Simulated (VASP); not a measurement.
The system is Fe3Ge.

```
Fe Ge
1.0
     3.59845    0.00000    0.00000
     0.00000    3.59845    0.00000
     0.00000    0.00000    3.59845
Fe Ge
3 1
Direct
  0.00000 0.50000 0.50000
  0.50000 0.50000 0.00000
  0.50000 0.00000 0.50000
  0.00000 0.00000 0.00000
```

This cell differs from its parent crystal: volume scaled by 0.95.

Base run:

- Program: VASP 6.6.1
- Functional: PBEsol
- Potentials or basis: VASP PAW PBE potentials, release 64 (Fe, Ge_d)
- Cutoff: 520 eV
- k mesh: 9 × 9 × 9
- Occupations: fermi-dirac, width 0.03 eV
- Spin: no spin polarisation

Its results: pressure -16.5 GPa.

Task: The run is repeated on the same cell with these changes: spin from no spin polarisation to collinear spin, ferromagnetic start; further incar settings from ALGO = Normal; EDIFF = 1e-07; NBANDS = 27 to ALGO = Normal; EDIFF = 1e-06; NBANDS = 31. What comes out?

Result: Pressure -2.6 GPa; net moment 6.23 μB per cell; site moments Fe +2.11; Ge -0.13 μB.

Caveats: the PAW data sets were made with another functional, which shifts forces and pressure a little.
